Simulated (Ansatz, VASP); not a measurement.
**TaCd3: VASP beside Ansatz**

```
Ta Cd
1.0
     4.24895    0.00000    0.00000
     0.00000    4.24895    0.00000
     0.00000    0.00000    4.24895
Ta Cd
1 3
Direct
  0.00000 0.00000 0.00000
  0.00000 0.50000 0.50000
  0.50000 0.00000 0.50000
  0.50000 0.50000 0.00000
```

Alike in both runs: task relaxation of cell and atoms; functional PBE; k mesh 10 × 10 × 10; occupations gaussian, width 0.1 eV; no spin polarisation.

|  | VASP | Ansatz |
| --- | --- | --- |
| version | VASP 6.6.1 | Ansatz 0.2.0 |
| potentials or method | VASP PAW PBE potentials, release 64 (Ta_pv, Cd), cutoff 600 eV | scalar-relativistic, plane waves, PAW |
| valence electrons in the cell | 47 | 73 |

Ansatz gave:

* gap on the k mesh at the Fermi level, each at its own relaxed structure (eV): none
* relaxed volume (Å³/atom): 19.83
* relaxed cell length with the largest relative difference (Å): 4.297

**Question.** Estimate VASP's values.

**Answer.** gap on the k mesh at the Fermi level, each at its own relaxed structure (eV): none; relaxed volume (Å³/atom): 19.90; relaxed cell length with the largest relative difference (Å): 4.302.

A gap of «none» marks a metal or a gap that the smearing closes. VASP's potentials hold 47 valence electrons a cell and Ansatz's 73, so a difference there can come from the potentials and not from the codes.

Spin-orbit coupling is off throughout.
